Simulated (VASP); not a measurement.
# TaRu in VASP: a series of runs, part 3 of 3

VASP 6.6.1. Earlier steps stand in the parts before.

### Step 6. Electric field gradients, LDA (16.02 Å³/atom)

This run uses another cell than the first one, of 16.02 Å³/atom.

INCAR

```
SYSTEM = TaRu
ALGO     = Normal         ! electronic algorithm
EDIFF    = 1E-8           ! SCF threshold, eV
ENCUT    = 520            ! plane-wave cutoff, eV
GGA      = CA             ! functional
ISIF     = 2              ! what is computed and relaxed
ISMEAR   = -1             ! smearing method
LASPH    = .TRUE.         ! aspherical terms in the spheres
LCHARG   = .FALSE.        ! write CHGCAR
LEFG     = .TRUE.       
LREAL    = .FALSE.        ! projectors in reciprocal space
LWAVE    = .FALSE.        ! write WAVECAR
NBANDS   = 20             ! bands
NELM     = 60             ! most SCF steps
PREC     = Accurate       ! precision mode
SIGMA    = 0.03           ! smearing width, eV
```

KPOINTS

```
k-points
0
G
  13 13 13
  0 0 0
```

POSCAR

```
TaRu
1.0
    3.1763410575      0.0000000000      0.0000000000
    0.0000000000      3.1763410575      0.0000000000
    0.0000000000      0.0000000000      3.1763410575
Ta Ru
1 1
Direct
    0.5000000000      0.5000000000      0.5000000000
    0.0000000000      0.0000000000      0.0000000000
```

Potentials or basis: VASP PAW LDA potentials, release 64 (Ta_pv, Ru_pv).

Launch:

```bash
$ cat potpaw_LDA.64/Ta_pv/POTCAR potpaw_LDA.64/Ru_pv/POTCAR > POTCAR
$ mpirun -np 1 vasp_std > vasp.out
```

OUTCAR:

```text
SYSTEM = TaRu
   EDIFF = 1E-8
   ENCUT = 520
   GGA = CA
   ISIF = 2
   ISMEAR = -1
   LASPH = .TRUE.
   LREAL = .FALSE.
   NELM = 60
   PREC = Accurate

 ion  position               nearest neighbor table
   1  0.500  0.500  0.500-   2 2.75   2 2.75   2 2.75   2 2.75   2 2.75   2 2.75   2 2.75   2 2.75

   2  0.000  0.000  0.000-   1 2.75   1 2.75   1 2.75   1 2.75   1 2.75   1 2.75   1 2.75   1 2.75

  LATTYP: Found a simple cubic cell.
 ALAT       =     3.1763410575

  Lattice vectors:

 A1 = (   3.1763410575,   0.0000000000,   0.0000000000)
 A2 = (   0.0000000000,   3.1763410575,   0.0000000000)
 A3 = (   0.0000000000,   0.0000000000,   3.1763410575)

Analysis of symmetry for initial positions (statically):
=====================================================================
 Subroutine PRICEL returns:
 Original cell was already a primitive cell.

 Routine SETGRP: Setting up the symmetry group for a
 simple cubic supercell.

 Subroutine GETGRP returns: Found 48 space group operations
 (whereof 48 operations were pure point group operations)
 out of a pool of 48 trial point group operations.

The static configuration has the point symmetry O_h .

Analysis of symmetry for dynamics (positions and initial velocities):
=====================================================================
 Subroutine PRICEL returns:
 Original cell was already a primitive cell.

 Routine SETGRP: Setting up the symmetry group for a
 simple cubic supercell.

 Subroutine GETGRP returns: Found 48 space group operations
 (whereof 48 operations were pure point group operations)
 out of a pool of 48 trial point group operations.

The dynamic configuration has the point symmetry O_h .

 Subroutine INISYM returns: Found 48 space group operations
 (whereof 48 operations are pure point group operations),
 and found     1 'primitive' translations

----------------------------------------------------------------------------------------

                                     Primitive cell

  volume of cell :      32.0466

  direct lattice vectors                    reciprocal lattice vectors
     3.176341058  0.000000000  0.000000000     0.314827653  0.000000000  0.000000000
     0.000000000  3.176341058  0.000000000     0.000000000  0.314827653  0.000000000
     0.000000000  0.000000000  3.176341058     0.000000000  0.000000000  0.314827653

  length of vectors
     3.176341058  3.176341058  3.176341058     0.314827653  0.314827653  0.314827653

  position of ions in fractional coordinates (direct lattice)
     0.500000000  0.500000000  0.500000000
     0.000000000  0.000000000  0.000000000

  ion indices of the primitive-cell ions
   primitive index   ion index
                 1           1
                 2           2

----------------------------------------------------------------------------------------

 KPOINTS: k-points

Automatic generation of k-mesh.
 Grid dimensions read from file:
 generate k-points for:   13   13   13

[... 68 lines left out ...]
   NFREE  =      0    steps in history (QN), initial steepest desc. (CG)
   ISIF   =      2    stress and relaxation
   ISYM   =      2    0-nonsym 1-usesym 2-fastsym
   POTIM  = 0.5000    time-step for ionic-motion
   TEBEG  =    0.0;   TEEND  =   0.0 temperature during run
   PSTRESS=    0.0 pullay stress
   NELECT =      25.0000    total number of electrons
   NUPDOWN=      -1.0000    fix difference up-down
   EMIN   =  10.00;   EMAX   =-10.00  energy-range for DOS
   EFERMI =   0.00;   METHOD = LEGACY
   ISMEAR =    -1;   SIGMA  =   0.03  broadening in eV -4-tet -1-fermi 0-gaus
   EFERMI_NEDOS =   21; number of points for ismear=-14 and -15
   IALGO  =     38    algorithm
   IMIX   =      4    mixing-type and parameters
     AMIX     =   0.40;   BMIX     =  1.00
     AMIX_MAG =   1.60;   BMIX_MAG =  1.00
  volume/ion in A,a.u.               =      16.02       108.13
  Fermi-wavevector in a.u.,A,eV,Ry     =   1.507050  2.847912 30.901554  2.271200
  Thomas-Fermi vector in A             =   2.617687
   LORBIT       =      0    0 simple, 1 ext, 2 COOP (PROOUT), +10 PAW based schemes
   GGA     = CA    functional components
   LHFCALC =     F    Hartree Fock is set to
   AEXX    =    0.0000 exact exchange contribution
   IVDW    =     0    specifies the selected vdW correction
   LEPSILON=     F    determine dielectric tensor
   LRPA    =     F    only Hartree local field effects (RPA)
 non-spin polarized calculation
  energy-cutoff  :      520.00
  volume of cell :       32.05
 maximum number of plane-waves:       882
 NGX is ok and might be reduce to    24
   NGX = 11   NGY = 11   NGZ = 11

 number of electron      24.9999990 magnetization

 Free energy of the ion-electron system (eV)
  ---------------------------------------------------
  ext. energy  EPLUGINS =         0.00000000
  ---------------------------------------------------
  free energy    TOTEN  =       -23.93464776 eV

  energy without entropy =      -23.92472185  energy(sigma->0) =      -23.92968480

 E-fermi :   9.2926     XC(G=0): -13.4069

 val. band max:        9.2919957844   @ k =   0.4615   0.1538   0.0769
 cond. band min:       9.3106156901   @ k =   0.3846   0.3077   0.0769
 fundamental gap:      0.0186199057
 Fermi energy:         9.2925560050

 k-point     1 :       0.0000    0.0000    0.0000
  band No.  band energies     occupation
      1     -33.6816      2.00000
      2     -33.6816      2.00000
      3     -33.6816      2.00000
      4     -25.5522      2.00000
      5     -25.5522      2.00000
      6     -25.5522      2.00000
[... 541 lines left out ...]
     19      19.1379      0.00000
     20      19.2738      0.00000

 [... further k-points ...]

------------------------ aborting loop because EDIFF is reached ----------------------------------------

  FORCE on cell =-STRESS in cart. coord.  units (eV):
  Direction    XX          YY          ZZ          XY          YZ          ZX
  --------------------------------------------------------------------------------------
  -------------------------------------------------------------------------------------
  Total       -2.6631751     -2.6631751     -2.6631751     -0.0000000     -0.0000000      0.0000000
  in kB     -133.1462445   -133.1462445   -133.1462445     -0.0000000     -0.0000000      0.0000000
  external PRESSURE =    -133.1462445 kB  Pullay stress =       0.0000000 kB

 VOLUME and BASIS-vectors are now :
 -----------------------------------------------------------------------------
  energy-cutoff  :      520.00
  volume of cell :       32.05
      direct lattice vectors                 reciprocal lattice vectors
     3.176341058  0.000000000  0.000000000     0.314827653  0.000000000  0.000000000
     0.000000000  3.176341058  0.000000000     0.000000000  0.314827653  0.000000000
     0.000000000  0.000000000  3.176341058     0.000000000  0.000000000  0.314827653

 POSITION                                       TOTAL-FORCE (eV/Angst)
 -----------------------------------------------------------------------------------
      1.58817      1.58817      1.58817         0.000000      0.000000      0.000000
      0.00000      0.00000      0.00000         0.000000      0.000000      0.000000
 -----------------------------------------------------------------------------------
    total drift:                                0.000000      0.000000     -0.000000

  FREE ENERGIE OF THE ION-ELECTRON SYSTEM (eV)
  ---------------------------------------------------
  free  energy   TOTEN  =       -23.9346477602 eV

  energy  without entropy=      -23.9247218490  energy(sigma->0) =      -23.92968480

 Electric field gradients (V/A^2)
---------------------------------------------------------------------
 ion       V_xx      V_yy      V_zz      V_xy      V_xz      V_yz
---------------------------------------------------------------------
   1      -0.000    -0.000    -0.000     0.000     0.000     0.000
   2       0.000     0.000    -0.000     0.000     0.000    -0.000
---------------------------------------------------------------------

 Electric field gradients after diagonalization (V/A^2)
 (convention: |V_zz| > |V_xx| > |V_yy|)
----------------------------------------------------------------------
 ion       V_xx      V_yy      V_zz     asymmetry (V_yy - V_xx)/ V_zz
----------------------------------------------------------------------
   1      -0.000    -0.000    -0.000      -0.116
   2       0.000     0.000    -0.000       0.164
----------------------------------------------------------------------

           NMR quadrupolar parameters

 Cq : quadrupolar parameter    Cq=e*Q*V_zz/h
 eta: asymmetry parameters     (V_yy - V_xx)/ V_zz
 Q  : nuclear electric quadrupole moment in mb (millibarn)
----------------------------------------------------------------------
 ion       Cq(MHz)       eta       Q (mb)
----------------------------------------------------------------------
   1      -0.000      -0.116       1.000
   2      -0.000       0.164       1.000
----------------------------------------------------------------------
```

It took 58 s on 1 thread of AMD EPYC 7R13, shared host; peak memory 0.14 GiB.

What came out:

- Free energy: -23.9346 eV
- Pressure: -13.3 GPa
- Band gap on the k mesh: zero (an odd number of electrons rules out a gap without spin polarisation)
- Largest electric field gradient by atom: zero within the noise of the run

Levels at points of the mesh, in eV from the Fermi level:
| k point | band 8 | band 9 | band 10 | band 11 | band 12 | band 13 | band 14 | band 15 | band 16 | band 17 |
| --- | --- | --- | --- | --- | --- | --- | --- | --- | --- | --- |
| (0.00, 0.00, 0.00) | -5.89 | -5.89 | -2.37 | -2.37 | -2.37 | 0.97 | 0.97 | 4.01 | 4.01 | 4.01 |

Caveat: the cell stands under tension; spin-orbit coupling is left out, which moves the levels of the heavy elements.

### Step 7. The runs side by side

| cell | cutoff (eV) | gap on the mesh (eV) | pressure (GPa) |
| --- | --- | --- | --- |
| a = 3.219, b = 3.219, c = 3.187 Å, 2 atoms | 400 | none | -20.0 |
| a = 3.166 Å, 2 atoms | 520 | none | -11.0 |
| a = 3.176 Å, 2 atoms | 520 | none | -13.3 |

Alike in all rows: task electric field gradients; level LDA; potentials or basis VASP PAW LDA potentials, release 64 (Ta_pv, Ru_pv); no spin polarisation; k mesh 13 × 13 × 13; smearing fermi-dirac 0.03 eV.

Caveats: the cell stands under tension; spin-orbit coupling is left out, which moves the levels of the heavy elements.

Absolute energies hang on the potentials; compare differences alone.
